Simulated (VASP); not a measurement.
# TiC (rock salt type) in VASP: settings compared, part 3 of 3

VASP 6.6.1.

## Step 6: Single point, HSE06

This run uses another cell than the first one, of 9.64 Å³/atom.

File POSCAR:

```
TiC
1.0
    0.0000000000      2.1282979944      2.1282979944
    2.1282979944      0.0000000000      2.1282979944
    2.1282979944      2.1282979944      0.0000000000
Ti C
1 1
Direct
    0.0000000000      0.0000000000      0.0000000000
    0.5000000000      0.5000000000      0.5000000000
```

File INCAR.step1:

```
SYSTEM = TiC
ALGO     = Normal         ! electronic algorithm
EDIFF    = 1E-5           ! SCF threshold, eV
ENCUT    = 520            ! plane-wave cutoff, eV
GGA      = PE             ! functional
ISIF     = 2              ! what is computed and relaxed
ISMEAR   = -1             ! smearing method
LASPH    = .TRUE.         ! aspherical terms in the spheres
LCHARG   = .FALSE.        ! write CHGCAR
LREAL    = .FALSE.        ! projectors in reciprocal space
LWAVE    = .TRUE.         ! write WAVECAR
NBANDS   = 15             ! bands
NELM     = 80             ! most SCF steps
PREC     = Accurate       ! precision mode
SIGMA    = 0.1            ! smearing width, eV
```

File INCAR.step2:

```
SYSTEM = TiC
ALGO     = Normal         ! electronic algorithm
EDIFF    = 1E-7           ! SCF threshold, eV
ENCUT    = 520            ! plane-wave cutoff, eV
GGA      = PE             ! functional
HFSCREEN = 0.2079         ! screening, 1/A
ISIF     = 2              ! what is computed and relaxed
ISMEAR   = -1             ! smearing method
ISTART   = 1            
LASPH    = .TRUE.         ! aspherical terms in the spheres
LCHARG   = .FALSE.        ! write CHGCAR
LHFCALC  = .TRUE.         ! exact exchange
LREAL    = .FALSE.        ! projectors in reciprocal space
LWAVE    = .FALSE.        ! write WAVECAR
NBANDS   = 15             ! bands
NELM     = 80             ! most SCF steps
PREC     = Accurate       ! precision mode
PRECFOCK = Normal       
SIGMA    = 0.1            ! smearing width, eV
```

File KPOINTS:

```
k-points
0
G
  4 4 4
  0 0 0
```

Potentials or basis: VASP PAW PBE potentials, release 64 (Ti_sv, C).

Run with:

```
$ cat potpaw_PBE.64/Ti_sv/POTCAR potpaw_PBE.64/C/POTCAR > POTCAR
$ cp INCAR.step1 INCAR
$ mpirun -np 1 vasp_std > vasp.out
$ cp INCAR.step2 INCAR
$ mpirun -np 1 vasp_std > vasp.out
```

OUTCAR:

```text
SYSTEM = TiC
   EDIFF = 1E-7
   ENCUT = 520
   GGA = PE
   HFSCREEN = 0.2079
   ISIF = 2
   ISMEAR = -1
   ISTART = 1
   LASPH = .TRUE.
   LHFCALC = .TRUE.
   LREAL = .FALSE.
   NELM = 80
   PREC = Accurate
   PRECFOCK = Normal

 ion  position               nearest neighbor table
   1  0.000  0.000  0.000-   2 2.13   2 2.13   2 2.13   2 2.13   2 2.13   2 2.13
   2  0.500  0.500  0.500-   1 2.13   1 2.13   1 2.13   1 2.13   1 2.13   1 2.13

  LATTYP: Found a face centered cubic cell.
 ALAT       =     4.2565959888

  Lattice vectors:

 A1 = (   0.0000000000,   2.1282979944,   2.1282979944)
 A2 = (   2.1282979944,   0.0000000000,   2.1282979944)
 A3 = (   2.1282979944,   2.1282979944,   0.0000000000)

Analysis of symmetry for initial positions (statically):
=====================================================================
 Subroutine PRICEL returns:
 Original cell was already a primitive cell.

 Routine SETGRP: Setting up the symmetry group for a
 face centered cubic supercell.

 Subroutine GETGRP returns: Found 48 space group operations
 (whereof 48 operations were pure point group operations)
 out of a pool of 48 trial point group operations.

The static configuration has the point symmetry O_h .

Analysis of symmetry for dynamics (positions and initial velocities):
=====================================================================
 Subroutine PRICEL returns:
 Original cell was already a primitive cell.

 Routine SETGRP: Setting up the symmetry group for a
 face centered cubic supercell.

 Subroutine GETGRP returns: Found 48 space group operations
 (whereof 48 operations were pure point group operations)
 out of a pool of 48 trial point group operations.

The dynamic configuration has the point symmetry O_h .

 Subroutine INISYM returns: Found 48 space group operations
 (whereof 48 operations are pure point group operations),
 and found     1 'primitive' translations

----------------------------------------------------------------------------------------
[... 113 lines left out ...]
   LEPSILON=     F    determine dielectric tensor
   LRPA    =     F    only Hartree local field effects (RPA)
 non-spin polarized calculation
  energy-cutoff  :      520.00
  volume of cell :       19.28
 maximum number of plane-waves:       531
 NGX is ok and might be reduce to    24
  NGX = 18; NGY = 18; NGZ = 18

 number of electron      16.0000003 magnetization

 Free energy of the ion-electron system (eV)
  ---------------------------------------------------
  ext. energy  EPLUGINS =         0.00000000
  ---------------------------------------------------
  free energy    TOTEN  =       -21.92467669 eV

  energy without entropy =      -21.89837918  energy(sigma->0) =      -21.91152793

 E-fermi :   9.7029     XC(G=0): -10.6012

 val. band max:        9.5328726289   @ k =   0.2500   0.2500   0.0000
 cond. band min:       9.8093096241   @ k =   0.5000   0.5000   0.0000
 fundamental gap:      0.2764369952
 Fermi energy:         9.7028610047

 k-point     1 :       0.0000    0.0000    0.0000
  band No.  band energies     occupation
      1     -51.2053      2.00000
      2     -25.5461      2.00000
      3     -25.5461      2.00000
      4     -25.5460      2.00000
      5      -4.5899      2.00000
      6      11.3024      0.00000
      7      11.3024      0.00000
      8      11.3024      0.00000
      9      11.8893      0.00000
     10      11.8893      0.00000
     11      11.8893      0.00000
     12      12.2661      0.00000
     13      12.2661      0.00000
     14      22.2814      0.00000
[... 113 lines left out ...]
      2     -25.9513      2.00000
      3     -25.9513      2.00000
      4     -25.7748      2.00000
      5      -1.2547      2.00000
      6       6.0334      2.00000
      7       6.0334      2.00000
      8       6.5541      2.00000
      9      13.8182      0.00000
     10      13.8182      0.00000
     11      14.9322      0.00000
     12      16.4455      0.00000
     13      16.5114      0.00000
     14      25.6825      0.00000
     15      25.6825      0.00000

------------------------ aborting loop because EDIFF is reached ----------------------------------------

  FORCE on cell =-STRESS in cart. coord.  units (eV):
  Direction    XX          YY          ZZ          XY          YZ          ZX
  --------------------------------------------------------------------------------------
  -------------------------------------------------------------------------------------
  Total        1.0661398      1.0661398      1.0661398      0.0000000      0.0000000      0.0000000
  in kB       88.5925983     88.5925983     88.5925983      0.0000000      0.0000000      0.0000000
  external PRESSURE =      88.5925983 kB  Pullay stress =       0.0000000 kB

 VOLUME and BASIS-vectors are now :
 -----------------------------------------------------------------------------
  energy-cutoff  :      520.00
  volume of cell :       19.28
      direct lattice vectors                 reciprocal lattice vectors
     0.000000000  2.128297994  2.128297994    -0.234929508  0.234929508  0.234929508
     2.128297994  0.000000000  2.128297994     0.234929508 -0.234929508  0.234929508
     2.128297994  2.128297994  0.000000000     0.234929508  0.234929508 -0.234929508

 POSITION                                       TOTAL-FORCE (eV/Angst)
 -----------------------------------------------------------------------------------
      0.00000      0.00000      0.00000        -0.000000      0.000000     -0.000000
      2.12830      2.12830      2.12830         0.000000      0.000000      0.000000
 -----------------------------------------------------------------------------------
    total drift:                               -0.000000     -0.000001     -0.000001

  FREE ENERGIE OF THE ION-ELECTRON SYSTEM (eV)
  ---------------------------------------------------
  free  energy   TOTEN  =       -21.9246766889 eV

  energy  without entropy=      -21.8983791764  energy(sigma->0) =      -21.91152793
```

Wall time 8.2 min (1 thread of Intel Xeon 8259CL, shared host); peak memory 0.25 GiB.

What came out:

- Free energy: -21.9247 eV
- Pressure: 8.9 GPa
- Band gap on the k mesh: zero (bands 8 and 9 overlap by 1.77 eV)

Levels at points of the mesh, in eV from the Fermi level:
```tsv
k point	band 4	band 5	band 6	band 7	band 8	band 9	band 10	band 11	band 12	band 13
(0.00, 0.00, 0.00)	-35.25	-14.29	1.60	1.60	1.60	2.19	2.19	2.19	2.56	2.56
(0.50, 0.00, 0.00)	-35.31	-10.14	-6.88	-3.44	-3.44	4.48	4.48	5.84	9.41	10.32
(0.50, 0.50, 0.00)	-35.47	-11.70	-4.07	-1.48	0.11	0.11	3.82	5.22	5.22	7.65
```

Caveat: the k points lie up to 0.64 Å⁻¹ apart, too coarse for converged energies and pressures of a metal; the PAW data sets were made with another functional, which shifts forces and pressure a little.

## Step 7: The runs side by side

| level | cell | k mesh | grid for exact exchange (PRECFOCK) | share of exact exchange | screening parameter | gap on the mesh (eV) | pressure (GPa) |
| --- | --- | --- | --- | --- | --- | --- | --- |
| PBE | a = 3.062 Å, angles 60.0°, 2 atoms, atomic positions A | 8 × 8 × 8 | - | - | - | none | 0.8 |
| HSE06 | a = 2.978 Å, angles 60.0°, 2 atoms, atomic positions B | 4 × 4 × 4 | Normal | 0.25 | 0.2079 1/Å | none | 18.9 |
| HSE06 | a = 3.010 Å, angles 60.0°, 2 atoms, atomic positions B | 4 × 4 × 4 | Normal | 0.25 | 0.2079 1/Å | none | 8.9 |

Alike in all rows: task single point; potentials or basis VASP PAW PBE potentials, release 64 (Ti_sv, C); no spin polarisation; cutoff (eV) 520; smearing fermi-dirac 0.1 eV.

Caveats: some runs use coarse meshes; the PAW data sets were made with another functional, which shifts forces and pressure a little (at least some runs).

Total energies depend on the potentials used, so only differences within one code and one set of settings carry meaning.
